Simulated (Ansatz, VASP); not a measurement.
**Two plane-wave programs on K2Os**

Contents of INCAR:

```
SYSTEM = K2Os
PREC = Accurate
ENCUT = 600
EDIFF = 1E-6
ISMEAR = 0
SIGMA = 0.1
LREAL = .False.
LASPH = .True.
NELM = 80
ALGO = Fast
ISIF = 3
LWAVE = .False.
LCHARG = .False.
GGA = PE
IBRION = 2
NSW = 100
EDIFFG = -0.01
```

Contents of KPOINTS:

```
regular mesh
0
Gamma
  12 12 18
  0 0 0
```

POSCAR

```
K2Os
1.0
    5.7263958166      0.0000000000      0.0000000000
   -2.8631979083      4.9592042493      0.0000000000
    0.0000000000      0.0000000000      2.6847982487
K Os
2 1
Direct
    0.3333333333      0.6666666667      0.5000000000
    0.6666666667      0.3333333333      0.5000000000
    0.0000000000      0.0000000000      0.0000000000
```

Input for Ansatz:

```yaml
crystal:
  lattice:
    - [5.7263958166, 0.0, 0.0]
    - [-2.8631979083, 4.9592042493, 0.0]
    - [0.0, 0.0, 2.6847982487]
  atoms:
    - { symbol: K, position: [0.3333333333, 0.6666666667, 0.5] }
    - { symbol: K, position: [0.6666666667, 0.3333333333, 0.5] }
    - { symbol: Os, position: [0.0, 0.0, 0.0] }
basis:
  ecutwfc: 420
kpoints:
  mp_grid: { grid: [12, 12, 18] }
hamiltonian:
  xc: pbe
scf:
  occupations: { method: gaussian, width: 0.1 }
output:
  forces: true
  stress: true
  eigenvalues: true
relax:
  adjacent_minimum: "off"
  f_tol: 0.01
  max_steps: 80
  cell: { stress_tol: 0.05 }
```

Alike in both runs: task relaxation of cell and atoms; functional PBE; k mesh 12 × 12 × 18; occupations gaussian, width 0.1 eV; no spin polarisation.

```csv
,VASP,Ansatz
version,VASP 6.6.1,Ansatz 0.2.0
potentials or method,"VASP PAW PBE potentials, release 64 (K_sv, Os), cutoff 600 eV","scalar-relativistic, plane waves, PAW"
valence electrons in the cell,26,34
```

Ansatz gave:

```
gap on the k mesh at the Fermi level, each at its own relaxed structure (eV) : none
relaxed volume (Å³/atom)                                                     : 25.44
relaxed cell length with the largest relative difference (Å)                 : 2.676
```

Problem. Which values does VASP return?

Solution. gap on the k mesh at the Fermi level, each at its own relaxed structure (eV): none; relaxed volume (Å³/atom): 25.52; relaxed cell length with the largest relative difference (Å): 2.683.

A gap of «none» marks a metal or a gap that the smearing closes. VASP's potentials hold 26 valence electrons a cell and Ansatz's 34, so a difference there can come from the potentials and not from the codes.

Spin-orbit coupling is off throughout.
